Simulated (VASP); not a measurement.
Write the native input for VASP 6.6.1 that does the following.

| Quantity | Value |
| --- | --- |
| Task | single point |
| Functional | LDA |
| Potentials or basis | VASP PAW LDA potentials, release 64 (Rh_pv) |
| Cutoff | 520 eV |
| k mesh | 13 × 13 × 7 |
| Occupations | fermi-dirac, width 0.1 eV |
| Spin | non-collinear spin, zero start, spin-orbit coupling |
| Starting moments | [[0.0, 0.0, 0.0], [0.0, 0.0, 0.0]] μB |
| Dipole correction | no |
| Further INCAR settings | ALGO = Normal; EDIFF = 1e-06; NBANDS = 42 |

The structure of Rh lies in POSCAR:

```
Rh
1.0
    2.6696811773      0.0000000000      0.0000000000
   -1.3348405886      2.3120117196      0.0000000000
    0.0000000000      0.0000000000      4.3071561064
Rh
2
Direct
    0.3333333333      0.6666666667      0.2500000000
    0.6666666667      0.3333333333      0.7500000000
```

These files were run (other wordings do the same):

INCAR

```
  PREC = Accurate
  ENCUT = 520
  EDIFF = 1E-6
  ISMEAR = -1
  SIGMA = 0.1
  LREAL = F
  LASPH = T
  NELM = 150
  ALGO = Normal
  ISIF = 2
  LWAVE = F
  LCHARG = F
  MAGMOM = 0 0 0 0 0 0
  LORBIT = 11
  LSORBIT = T
  GGA_COMPAT = F
  LORBMOM = T
  LMAXMIX = 4
  NBANDS = 42
```

KPOINTS

```
regular mesh
0
Gamma
  13 13 7
```

Potentials or basis: VASP PAW LDA potentials, release 64 (Rh_pv).

The run is started by

```console
$ cat potpaw_LDA.64/Rh_pv/POTCAR > POTCAR
$ mpirun -np 1 vasp_ncl > vasp.out
```

It gave:

The pressure is 1.2 GPa, the net moment is 0.00 μB per cell and the valence electrons inside the program's atomic spheres are Rh 13.86.

Wall time 2.8 min on 1 thread of Intel(R) Xeon(R) Platinum 8259CL CPU @ 2.50GHz (Skylake/Cascade Lake), with other jobs on the host, peak memory 0.25 GiB.
